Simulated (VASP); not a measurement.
# SrO (I4/mmm) in VASP: further runs

The runs below take SrO through single point, with LDA.

Program: VASP 6.6.1. These are calculated values, not measurements. Logs are shortened: lines on timing, memory, paths and dates and some standing lists are left out, and cuts for length are marked.

**1. The cell of the first run**

It takes space group I4/mmm (No. 139, tetragonal). The conventional cell has a = 3.816 Å, b = 3.816 Å, c = 5.011 Å, α = 90.00°, β = 90.00°, γ = 90.00°. Sr (site symmetry 4/mmm) has 6 O at 2.51 to 2.70 Å within 3.3 Å. O (site symmetry 4/mmm) has 6 Sr at 2.51 to 2.70 Å within 3.3 Å.

**2. Single point, LDA (strain +0.050 along x and y, -0.025 along z)**

File INCAR:

```
ALGO = Normal ; EDIFF = 1E-7
ENCUT = 520 ; GGA = CA
ISIF = 2 ; ISMEAR = 0
LASPH = T ; LCHARG = T
LELF = T ; LREAL = F
LVHAR = T ; LWAVE = F
NBANDS = 15 ; NELM = 80
PREC = Accurate ; SIGMA = 0.05
```

File KPOINTS:

```
k-points
0
Gamma
  8 8 8
```

File POSCAR:

```
SrO
1.0
    0.0000000000      2.6982900000      2.5055550000
    2.6982900000      0.0000000000      2.5055550000
    2.6982900000      2.6982900000      0.0000000000
Sr O
1 1
Direct
    0.0000000000      0.0000000000      0.0000000000
    0.5000000000      0.5000000000      0.5000000000
```

Potentials or basis: VASP PAW LDA potentials, release 64 (Sr_sv, O).

The run is started by

```sh
cat potpaw_LDA.64/Sr_sv/POTCAR potpaw_LDA.64/O/POTCAR > POTCAR
mpirun -np 1 vasp_std > vasp.out
```

OUTCAR:

```text
EDIFF = 1E-7
   ENCUT = 520
   GGA = CA
   ISIF = 2
   ISMEAR = 0
   LASPH = T
   LREAL = F
   NELM = 80
   PREC = Accurate

 ion  position               nearest neighbor table
   1  0.000  0.000  0.000-   2 2.51   2 2.51   2 2.70   2 2.70   2 2.70   2 2.70
   2  0.500  0.500  0.500-   1 2.51   1 2.51   1 2.70   1 2.70   1 2.70   1 2.70

  LATTYP: Found a body centered tetragonal cell.
 ALAT       =     3.8159583132
 C/A-ratio  =     1.3131983079

  Lattice vectors:

 A1 = (   0.0000000000,  -2.6982900000,  -2.5055550000)
 A2 = (   0.0000000000,   2.6982900000,  -2.5055550000)
 A3 = (   2.6982900000,   0.0000000000,   2.5055550000)

Analysis of symmetry for initial positions (statically):
=====================================================================
 Subroutine PRICEL returns:
 Original cell was already a primitive cell.

 Routine SETGRP: Setting up the symmetry group for a
 body centered tetragonal supercell.

 Subroutine GETGRP returns: Found 16 space group operations
 (whereof 16 operations were pure point group operations)
 out of a pool of 16 trial point group operations.

The static configuration has the point symmetry D_4h.

Analysis of symmetry for dynamics (positions and initial velocities):
=====================================================================
 Subroutine PRICEL returns:
 Original cell was already a primitive cell.

 Routine SETGRP: Setting up the symmetry group for a
 body centered tetragonal supercell.

 Subroutine GETGRP returns: Found 16 space group operations
 (whereof 16 operations were pure point group operations)
 out of a pool of 16 trial point group operations.

The dynamic configuration has the point symmetry D_4h.

 Subroutine INISYM returns: Found 16 space group operations
 (whereof 16 operations are pure point group operations),
 and found     1 'primitive' translations

----------------------------------------------------------------------------------------

                                     Primitive cell

  volume of cell :      36.4847

  direct lattice vectors                    reciprocal lattice vectors
     0.000000000  2.698290000  2.505555000    -0.185302543  0.185302543  0.199556585
     2.698290000  0.000000000  2.505555000     0.185302543 -0.185302543  0.199556585
     2.698290000  2.698290000  0.000000000     0.185302543  0.185302543 -0.199556585

  length of vectors
     3.682197005  3.682197005  3.815958313     0.329388670  0.329388670  0.329388670

  position of ions in fractional coordinates (direct lattice)
     0.000000000  0.000000000  0.000000000
     0.500000000  0.500000000  0.500000000

  ion indices of the primitive-cell ions
   primitive index   ion index
                 1           1
                 2           2

----------------------------------------------------------------------------------------

 KPOINTS: k-points

Automatic generation of k-mesh.
 Grid dimensions read from file:
 generate k-points for:    8    8    8

 Generating k-lattice:

  Cartesian coordinates                     Fractional coordinates (reciprocal lattice)
    -0.023162818  0.023162818  0.024944573     0.125000000  0.000000000  0.000000000
     0.023162818 -0.023162818  0.024944573     0.000000000  0.125000000  0.000000000
     0.023162818  0.023162818 -0.024944573     0.000000000  0.000000000  0.125000000

  Length of vectors
     0.041173584  0.041173584  0.041173584

  Shift w.r.t. Gamma in fractional coordinates (k-lattice)
     0.000000000  0.000000000  0.000000000

 Subroutine IBZKPT returns following result:
 ===========================================

 Found     59 irreducible k-points:

 Following reciprocal coordinates:
            Coordinates               Weight
  0.000000  0.000000  0.000000      1.000000
  0.125000  0.000000  0.000000      8.000000
  0.250000  0.000000  0.000000      8.000000
  0.375000  0.000000  0.000000      8.000000
  0.500000  0.000000  0.000000      4.000000
  0.125000  0.125000  0.000000      2.000000
[... 16 lines left out ...]
  0.250000  0.000000  0.125000     16.000000
  0.375000  0.000000  0.125000     16.000000
 [... further k-points ...]
   k-points           NKPTS =     59   k-points in BZ     NKDIM =     59   number of bands    NBANDS=     15
   number of dos      NEDOS =    301   number of ions     NIONS =      2
   total plane-waves  NPLWV =  21952
   dimension x,y,z NGX =    28 NGY =   28 NGZ =   28
   dimension x,y,z NGXF=    56 NGYF=   56 NGZF=   56
   ions per type =               1   1
   NGX,Y,Z   is equivalent  to a cutoff of  12.64, 12.64, 12.20 a.u.
   NGXF,Y,Z  is equivalent  to a cutoff of  25.28, 25.28, 24.40 a.u.
 SYSTEM =  unknown system
   PREC   = accura    normal or accurate (medium, high low for compatibility)
   ISTART =      0    job   : 0-new  1-cont  2-samecut
   ICHARG =      2    charge: 1-file 2-atom 10-const
   ISPIN  =      1    spin polarized calculation?
   LNONCOLLINEAR =      F non collinear calculations
   LSORBIT =      F    spin-orbit coupling
   LASPH  =      T    aspherical Exc in radial PAW
   ENCUT  =  520.0 eV  38.22 Ry    6.18 a.u.   6.85  6.85  7.10*2*pi/ulx,y,z
   NELM   =     80;   NELMIN=  2; NELMDL= -5     # of ELM steps
   EDIFF  = 0.1E-06   stopping-criterion for ELM
   LREAL  =      F    real-space projection
   EDIFFG = 0.1E-05   stopping-criterion for IOM
   NSW    =      0    number of steps for IOM
   IBRION =     -1    ionic relax: 0-MD 1-quasi-New 2-CG
   NFREE  =      0    steps in history (QN), initial steepest desc. (CG)
   ISIF   =      2    stress and relaxation
   ISYM   =      2    0-nonsym 1-usesym 2-fastsym
   POTIM  = 0.5000    time-step for ionic-motion
   TEBEG  =    0.0;   TEEND  =   0.0 temperature during run
   PSTRESS=    0.0 pullay stress
   NELECT =      16.0000    total number of electrons
   NUPDOWN=      -1.0000    fix difference up-down
   EMIN   =  10.00;   EMAX   =-10.00  energy-range for DOS
   EFERMI =   0.00;   METHOD = LEGACY
   ISMEAR =     0;   SIGMA  =   0.05  broadening in eV -4-tet -1-fermi 0-gaus
   EFERMI_NEDOS =   21; number of points for ismear=-14 and -15
   IALGO  =     38    algorithm
   IMIX   =      4    mixing-type and parameters
     AMIX     =   0.40;   BMIX     =  1.00
     AMIX_MAG =   1.60;   BMIX_MAG =  1.00
  volume/ion in A,a.u.               =      18.24       123.11
  Fermi-wavevector in a.u.,A,eV,Ry     =   1.243782  2.350408 21.048142  1.546995
  Thomas-Fermi vector in A             =   2.378078
   LORBIT       =      0    0 simple, 1 ext, 2 COOP (PROOUT), +10 PAW based schemes
   GGA     = CA    functional components
   LHFCALC =     F    Hartree Fock is set to
   AEXX    =    0.0000 exact exchange contribution
   IVDW    =     0    specifies the selected vdW correction
   LEPSILON=     F    determine dielectric tensor
   LRPA    =     F    only Hartree local field effects (RPA)
 non-spin polarized calculation
 Gauss-broadening in eV      SIGMA  =   0.05
  energy-cutoff  :      520.00
  volume of cell :       36.48
 maximum number of plane-waves:       994
   NGX = 13   NGY = 13   NGZ = 15

 number of electron      16.0000005 magnetization

 Free energy of the ion-electron system (eV)
  ---------------------------------------------------
  ext. energy  EPLUGINS =         0.00000000
  ---------------------------------------------------
  free energy    TOTEN  =       -13.23775342 eV

  energy without entropy =      -13.23775342  energy(sigma->0) =      -13.23775342

 E-fermi :   1.3955     XC(G=0): -10.1896

 val. band max:        1.1885757237   @ k =   0.0000   0.0000   0.0000
 cond. band min:       3.9891330763   @ k =   0.5000   0.5000   0.0000
 fundamental gap:      2.8005573527
 Fermi energy:         1.3954822580

 k-point     1 :       0.0000    0.0000    0.0000
  band No.  band energies     occupation
      1     -31.2962      2.00000
      2     -13.6677      2.00000
      3     -13.1081      2.00000
      4     -13.1081      2.00000
      5     -13.0731      2.00000
      6       0.9380      2.00000
      7       0.9380      2.00000
      8       1.1886      2.00000
      9       4.2393      0.00000
     10       6.8264      0.00000
     11       6.8264      0.00000
     12       7.3439      0.00000
     13       8.5622      0.00000
     14       9.6817      0.00000
     15      13.1799      0.00000

 k-point     2 :       0.1250    0.0000    0.0000
  band No.  band energies     occupation
      1     -31.2807      2.00000
      2     -14.1175      2.00000
      3     -13.1265      2.00000
      4     -13.0993      2.00000
      5     -12.6687      2.00000
      6       0.5379      2.00000
      7       0.7702      2.00000
      8       0.9333      2.00000
      9       4.9163      0.00000
     10       6.7999      0.00000
     11       7.1392      0.00000
     12       7.4745      0.00000
     13       8.9177      0.00000
     14      10.0759      0.00000
     15      14.1286      0.00000

 k-point     3 :       0.2500    0.0000    0.0000
  band No.  band energies     occupation
      1     -31.2430      2.00000
      2     -14.6900      2.00000
      3     -13.1705      2.00000
      4     -13.1145      2.00000
      5     -12.1694      2.00000
      6      -0.2444      2.00000
      7       0.4070      2.00000
      8       0.4816      2.00000
      9       6.3305      0.00000
     10       6.7987      0.00000
     11       7.9742      0.00000
     12       8.1518      0.00000
     13       9.8321      0.00000
     14      11.0335      0.00000
     15      15.9296      0.00000
[... 343 lines left out ...]
 k-point    23 :       0.2500    0.0000    0.1250
  band No.  band energies     occupation
      1     -31.2482      2.00000
      2     -14.4462      2.00000
      3     -13.1801      2.00000
      4     -13.1561      2.00000
      5     -12.4466      2.00000
      6      -0.1787      2.00000
      7       0.6332      2.00000
      8       0.8699      2.00000
      9       6.0445      0.00000
     10       6.0782      0.00000
     11       8.1292      0.00000
     12       8.4670      0.00000
     13       9.7972      0.00000
     14      10.4700      0.00000
     15      15.8809      0.00000

 k-point    24 :       0.3750    0.0000    0.1250
  band No.  band energies     occupation
      1     -31.2103      2.00000
      2     -14.8666      2.00000
      3     -13.2422      2.00000
      4     -13.1818      2.00000
      5     -12.1075      2.00000
      6      -0.5703      2.00000
      7       0.2242      2.00000
      8       0.4310      2.00000
      9       6.4312      0.00000
     10       7.3571      0.00000
     11       8.9191      0.00000
     12       9.2857      0.00000
     13      10.8369      0.00000
     14      11.4606      0.00000
     15      15.4630      0.00000

 [... further k-points ...]
[... 5 lines left out ...]
  --------------------------------------------------------------------------------------
  -------------------------------------------------------------------------------------
  Total       -2.3314523     -2.3314523     -0.6910251      0.0000000      0.0000000      0.0000000
  in kB     -102.3825479   -102.3825479    -30.3454268      0.0000000      0.0000000      0.0000000
  external PRESSURE =     -78.3701742 kB  Pullay stress =       0.0000000 kB

 VOLUME and BASIS-vectors are now :
 -----------------------------------------------------------------------------
  energy-cutoff  :      520.00
  volume of cell :       36.48
      direct lattice vectors                 reciprocal lattice vectors
     0.000000000  2.698290000  2.505555000    -0.185302543  0.185302543  0.199556585
     2.698290000  0.000000000  2.505555000     0.185302543 -0.185302543  0.199556585
     2.698290000  2.698290000  0.000000000     0.185302543  0.185302543 -0.199556585

 POSITION                                       TOTAL-FORCE (eV/Angst)
 -----------------------------------------------------------------------------------
      0.00000      0.00000      0.00000         0.000000     -0.000000      0.000000
      2.69829      2.69829      2.50556        -0.000000      0.000000      0.000000
 -----------------------------------------------------------------------------------
    total drift:                                0.000000      0.000000      0.000000

  FREE ENERGIE OF THE ION-ELECTRON SYSTEM (eV)
  ---------------------------------------------------
  free  energy   TOTEN  =       -13.2377534194 eV

  energy  without entropy=      -13.2377534194  energy(sigma->0) =      -13.23775342
```

Wall time 22 s (1 thread of Intel Xeon Platinum 8488C (Sapphire Rapids), shared host); peak memory 0.16 GiB.

What came out:

| Quantity | Value |
| --- | --- |
| Free energy | -13.2378 eV |
| Pressure | -7.8 GPa |
| Band gap on the k mesh | 2.80 eV, indirect (least direct gap 3.05 eV) |

Caveat: the cell differs from its parent crystal (strain +0.050 along x and y, -0.025 along z).

**3. Single point, LDA (strain +0.050 along x and y, +0.000 along z)**

File INCAR:

```
SYSTEM = SrO
ALGO     = Normal         ! electronic algorithm
EDIFF    = 1E-6           ! SCF threshold, eV
ENCUT    = 520            ! plane-wave cutoff, eV
GGA      = CA             ! functional
ISIF     = 2              ! what is computed and relaxed
ISMEAR   = 0              ! smearing method
LASPH    = .TRUE.         ! aspherical terms in the spheres
LCHARG   = .FALSE.        ! write CHGCAR
LREAL    = .FALSE.        ! projectors in reciprocal space
LWAVE    = .FALSE.        ! write WAVECAR
NBANDS   = 15             ! bands
NELM     = 100            ! most SCF steps
PREC     = Accurate       ! precision mode
SIGMA    = 0.05           ! smearing width, eV
```

File KPOINTS:

```
k-points
0
G
  8 8 8
  0 0 0
```

File POSCAR:

```
SrO
1.0
    0.0000000000      2.6982900000      2.5698000000
    2.6982900000      0.0000000000      2.5698000000
    2.6982900000      2.6982900000      0.0000000000
Sr O
1 1
Direct
    0.0000000000      0.0000000000      0.0000000000
    0.5000000000      0.5000000000      0.5000000000
```

Potentials or basis: VASP PAW LDA potentials, release 64 (Sr_sv, O).

The run is started by

```sh
cat potpaw_LDA.64/Sr_sv/POTCAR potpaw_LDA.64/O/POTCAR > POTCAR
mpirun -np 1 vasp_std > vasp.out
```

It took 19 s on 1 thread of Intel Xeon Platinum 8488C (Sapphire Rapids), shared host; peak memory 0.16 GiB.

The run converged. Its results:

| Quantity | Value |
| --- | --- |
| Free energy | -13.2069 eV |
| Pressure | -9.9 GPa |
| Band gap on the k mesh | 2.95 eV, indirect (least direct gap 3.03 eV) |

Stress tensor (GPa, compression positive):
```
-11.14   0.00   0.00
  0.00 -11.14   0.00
  0.00   0.00  -7.50
```

Levels at points of the mesh, in eV from the valence-band top:
```
           k point  band 5  band 6  band 7  band 8  band 9  band 10  band 11  band 12
(0.00, 0.00, 0.00)  -14.31   -0.14   -0.14    0.00    3.03     5.70     5.70     6.03
(0.50, 0.00, 0.00)  -13.01   -2.16   -1.10   -1.09    5.94     7.42     8.12     8.23
(0.50, 0.50, 0.00)  -14.67   -0.49   -0.30   -0.30    2.95     6.99     9.40     9.45
(0.50, 0.00, 0.50)  -14.57   -0.75   -0.28   -0.12    3.12     6.91     9.17     9.51
```

Caveat: the cell differs from its parent crystal (strain +0.050 along x and y, +0.000 along z).

**4. Single point, LDA (strain -0.050 along x and y, +0.025 along z)**

File INCAR:

```
PREC     = Accurate       # precision mode
ENCUT    = 520            # plane-wave cutoff, eV
EDIFF    = 1E-6           # SCF threshold, eV
ISMEAR   = 0              # smearing method
SIGMA    = 0.05           # smearing width, eV
LREAL    = False          # projectors in reciprocal space
LASPH    = True           # aspherical terms in the spheres
NELM     = 60             # most SCF steps
ALGO     = Normal         # electronic algorithm
ISIF     = 2              # what is computed and relaxed
LWAVE    = False          # write WAVECAR
LCHARG   = False          # write CHGCAR
NBANDS   = 15             # bands
```

File KPOINTS:

```
regular mesh
0
Gamma
  8 8 8
```

File POSCAR:

```
SrO
1.0
    0.0000000000      2.4413100000      2.6340450000
    2.4413100000      0.0000000000      2.6340450000
    2.4413100000      2.4413100000      0.0000000000
Sr O
1 1
Direct
    0.0000000000      0.0000000000      0.0000000000
    0.5000000000      0.5000000000      0.5000000000
```

The run is started by

```sh
cat potpaw_LDA.64/Sr_sv/POTCAR potpaw_LDA.64/O/POTCAR > POTCAR
mpirun -np 1 vasp_std > vasp.out
```

Wall time 51 s (1 thread of Intel Xeon 8259CL, shared host); peak memory 0.16 GiB.

The run converged. Its results:

* Free energy: -13.2974 eV
* Pressure: 6.3 GPa
* Band gap on the k mesh: 2.80 eV, direct

Stress tensor (GPa, compression positive):
```
10.90  0.00  0.00
 0.00 10.90  0.00
 0.00  0.00 -2.83
```

Levels at points of the mesh, in eV from the valence-band top:
```tsv
k point	band 5	band 6	band 7	band 8	band 9	band 10	band 11	band 12
(0.00, 0.00, 0.00)	-13.60	-0.37	-0.04	-0.04	4.02	5.70	6.36	6.36
(0.50, 0.00, 0.00)	-12.17	-2.57	-1.52	-1.52	6.60	8.69	9.10	9.21
(0.50, 0.50, 0.00)	-13.99	-0.76	-0.06	-0.06	3.06	8.29	10.51	10.64
(0.50, 0.00, 0.50)	-14.07	-0.43	-0.22	0.00	2.80	8.11	10.69	10.74
```

Caveat: the cell differs from its parent crystal (strain -0.050 along x and y, +0.025 along z).

**5. Overview**

| cell | gap on the mesh (eV) | pressure (GPa) |
| --- | --- | --- |
| a = 3.682, b = 3.682, c = 3.816 Å, angles 58.8, 58.8, 62.4°, 2 atoms | 2.80 | -7.8 |
| a = 3.726, b = 3.726, c = 3.816 Å, angles 59.2, 59.2, 61.6°, 2 atoms | 2.95 | -9.9 |
| a = 3.591, b = 3.591, c = 3.453 Å, angles 61.3, 61.3, 57.5°, 2 atoms | 2.80 | 6.3 |

Alike in all rows: task single point; level LDA; potentials or basis VASP PAW LDA potentials, release 64 (Sr_sv, O); no spin polarisation; k mesh 8 × 8 × 8; cutoff (eV) 520; smearing gaussian 0.05 eV.

Total energies depend on the potentials used, so only differences within one code and one set of settings carry meaning.
